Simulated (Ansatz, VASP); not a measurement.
**Two plane-wave programs on PSBr2**

INCAR

```
ALGO = Normal ; EDIFF = 1E-7
ENCUT = 520 ; GGA = PE
ISIF = 2 ; ISMEAR = 0
IVDW = 12 ; LASPH = T
LCHARG = F ; LREAL = F
LWAVE = F ; NBANDS = 35
NELM = 80 ; PREC = Accurate
SIGMA = 0.1
```

Contents of KPOINTS:

```
k-points
0
Gamma
  6 6 1
```

POSCAR

```
PSBr2
1.0
    3.9650902100      0.0000000000      0.0000000000
   -1.9825451100      3.4338688500      0.0000000000
    0.0000000000      0.0000000000     16.2814065700
P S Br
2 2 4
Direct
    0.6666666700      0.3333333300      0.7500000000
    0.3333333300      0.6666666700      0.2500000000
    0.0000000000      0.0000000000      0.5000000000
    0.0000000000      0.0000000000      0.0000000000
    0.3333333300      0.6666666700      0.4180620000
    0.6666666700      0.3333333300      0.9180620000
    0.6666666700      0.3333333300      0.5819380000
    0.3333333300      0.6666666700      0.0819380000
```

Input for Ansatz:

```yaml
crystal:
  lattice:
    - [3.96509021, 0.0, 0.0]
    - [-1.98254511, 3.43386885, 0.0]
    - [0.0, 0.0, 16.28140657]
  atoms:
    - { symbol: P, position: [0.66666667, 0.33333333, 0.75] }
    - { symbol: P, position: [0.33333333, 0.66666667, 0.25] }
    - { symbol: S, position: [0.0, 0.0, 0.5] }
    - { symbol: S, position: [0.0, 0.0, 0.0] }
    - { symbol: Br, position: [0.33333333, 0.66666667, 0.418062] }
    - { symbol: Br, position: [0.66666667, 0.33333333, 0.918062] }
    - { symbol: Br, position: [0.66666667, 0.33333333, 0.581938] }
    - { symbol: Br, position: [0.33333333, 0.66666667, 0.081938] }
basis:
  ecutwfc: 420
kpoints:
  mp_grid: { grid: [6, 6, 1] }
hamiltonian:
  xc: pbe
  dispersion: d3bj
scf:
  occupations: { method: gaussian, width: 0.1 }
  lower_state_search: "off"
output:
  forces: true
  stress: true
  eigenvalues: true
```

Change from the starting cell: species swapped into the NiAgO2 type (P6_3/mmc, No. 194).

Alike in both runs: task single point; functional PBE; dispersion D3(BJ); k mesh 6 × 6 × 1; occupations gaussian, width 0.1 eV; no spin polarisation.

|  | VASP | Ansatz |
| --- | --- | --- |
| version | VASP 6.6.1 | Ansatz 0.2.0 |
| potentials or method | VASP PAW PBE potentials, release 64 (P, S, Br), cutoff 520 eV | scalar-relativistic, plane waves, PAW |
| valence electrons in the cell | 50 | 50 |

VASP gave:

| Item | Value |
| --- | --- |
| gap on the k mesh at the Fermi level (eV) | none |
| pressure (GPa) | 1.0 |
| traceless stress, the component that is largest in VASP (GPa) | -3.64 |
| rms of the force components (eV/Å) | 0.840 |

Which values does Ansatz return?

gap on the k mesh at the Fermi level (eV): none; pressure (GPa): 1.0; traceless stress, the component that is largest in VASP (GPa): -3.63; rms of the force components (eV/Å): 0.840.

Atom by atom the forces differ by 0.000 eV/Å (rms over components). A gap of «none» marks a metal or a gap that the smearing closes.

The k mesh is coarse, so the values compare programs but aren't converged.
